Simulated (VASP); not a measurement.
A run of VASP 6.6.1:

File INCAR:

```
PREC     = Accurate       # precision mode
ENCUT    = 520            # plane-wave cutoff, eV
EDIFF    = 1E-7           # SCF threshold, eV
ISMEAR   = 0              # smearing method
SIGMA    = 0.01           # smearing width, eV
LREAL    = False          # projectors in reciprocal space
LASPH    = True           # aspherical terms in the spheres
NELM     = 150            # most SCF steps
ALGO     = Normal         # electronic algorithm
ISIF     = 2              # what is computed and relaxed
LWAVE    = False          # write WAVECAR
LCHARG   = False          # write CHGCAR
MAGMOM   = 0 0 0          # initial moments
LORBIT   = 11             # projections on sites
LSORBIT  = True           # spin-orbit coupling
GGA_COMPAT= False        
LORBMOM  = True         
GGA      = PS             # functional
IVDW     = 12             # dispersion correction
NBANDS   = 21             # bands
```

KPOINTS

```
Automatic mesh
0
Gamma
  7 7 7
```

POSCAR

```
Ba
1.0
    3.6124774261      0.0000000000      0.0000000000
    0.0000000000      3.6124774261      0.0000000000
    0.0000000000      0.0000000000      3.6124774261
Ba
1
Direct
    0.0000000000      0.0000000000      0.0000000000
```

Potentials or basis: VASP PAW PBE potentials, release 64 (Ba_sv).

The run is started by

```console
$ cat potpaw_PBE.64/Ba_sv/POTCAR > POTCAR
$ mpirun -np 1 vasp_ncl > vasp.out
```

Hardware: 1 thread of Intel(R) Xeon(R) Platinum 8488C (Sapphire Rapids), with other jobs on the host.

**Question.** How long does it take, and how much memory?

**Answer.** Run time: 24 s on 1 thread of Intel(R) Xeon(R) Platinum 8488C (Sapphire Rapids), on a shared host, peak memory 0.26 GiB. Counts: scf iterations 12, k points 20.
